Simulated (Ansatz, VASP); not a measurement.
In3Se in VASP and in Ansatz

Contents of INCAR:

```
PREC = Accurate ; ENCUT = 520
EDIFF = 1E-6 ; ISMEAR = 0
SIGMA = 0.1 ; LREAL = False
LASPH = True ; NELM = 60
ALGO = Normal ; ISIF = 2
LWAVE = False ; LCHARG = False
GGA = PE ; NBANDS = 30
```

KPOINTS

```
Automatic mesh
0
Gamma
  12 12 12
```

POSCAR

```
In3Se
1.0
    4.8037580000      0.0000000000      0.0000000000
    0.0000000000      4.8037580000      0.0000000000
    0.0000000000      0.0000000000      4.8037580000
In Se
3 1
Direct
    0.0000000000      0.5000000000      0.5000000000
    0.5000000000      0.0000000000      0.5000000000
    0.5000000000      0.5000000000      0.0000000000
    0.0000000000      0.0000000000      0.0000000000
```

Input for Ansatz:

```yaml
crystal:
  lattice:
    - [4.803758, 0.0, 0.0]
    - [0.0, 4.803758, 0.0]
    - [0.0, 0.0, 4.803758]
  atoms:
    - { symbol: In, position: [0.0, 0.5, 0.5] }
    - { symbol: In, position: [0.5, 0.0, 0.5] }
    - { symbol: In, position: [0.5, 0.5, 0.0] }
    - { symbol: Se, position: [0.0, 0.0, 0.0] }
basis:
  ecutwfc: 420
kpoints:
  mp_grid: { grid: [12, 12, 12] }
hamiltonian:
  xc: pbe
scf:
  occupations: { method: gaussian, width: 0.1 }
output:
  forces: true
  stress: true
  eigenvalues: true
  write_density: true
  write_potential: true
  elf: true
  volumetric_format: npy
```

Alike in both runs: task single point; functional PBE; k mesh 12 × 12 × 12; occupations gaussian, width 0.1 eV; no spin polarisation.

|  | VASP | Ansatz |
| --- | --- | --- |
| version | VASP 6.6.1 | Ansatz 0.2.0 |
| potentials or method | VASP PAW PBE potentials, release 64 (In_d, Se), cutoff 520 eV | scalar-relativistic, plane waves, PAW |
| valence electrons in the cell | 45 | 55 |

```csv
,VASP,Ansatz,Ansatz less VASP
gap on the k mesh at the Fermi level (eV),none,none,-
pressure (GPa),-0.3,-0.3,+0.02
```

A gap of «none» marks a metal or a gap that the smearing closes. VASP's potentials hold 45 valence electrons a cell and Ansatz's 55, so a difference there can come from the potentials and not from the codes.
